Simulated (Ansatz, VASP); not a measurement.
## CsAl2Si2 in VASP and in Ansatz

```
Si Al Cs
1.0
     4.37387    0.00000    0.00000
    -2.18694    3.78789    0.00000
     0.00000    0.00000    6.86160
Si Al Cs
2 2 1
Direct
  0.33330 0.66670 0.25990
  0.66670 0.33330 0.74010
  0.33330 0.66670 0.64440
  0.66670 0.33330 0.35560
  0.00000 0.00000 0.00000
```

Alike in both runs: task single point; functional PBE; k mesh 9 × 9 × 5; no spin polarisation.

```csv
,VASP,Ansatz
version,VASP 6.6.1,Ansatz 0.2.0
potentials or method,"VASP PAW PBE potentials, release 64 (Si, Al, Cs_sv), cutoff 520 eV",PAW plane waves
occupations,"fermi-dirac, width 0.1 eV",fermi-dirac
valence electrons in the cell,23,23
```

Ansatz gave:

| Property | Result |
| --- | --- |
| pressure (GPa) | 6.7 |
| traceless stress, the component that is largest in VASP (GPa) | 6.17 |
| rms of the force components (eV/Å) | 0.511 |

Task: Estimate VASP's values.

Result: Pressure (GPa): 6.8; traceless stress, the component that is largest in VASP (GPa): 6.15; rms of the force components (eV/Å): 0.520.

Atom by atom the forces differ by 0.009 eV/Å (rms over components). Ansatz's warnings: structure snapped to symmetry.

Spin-orbit coupling is off throughout.
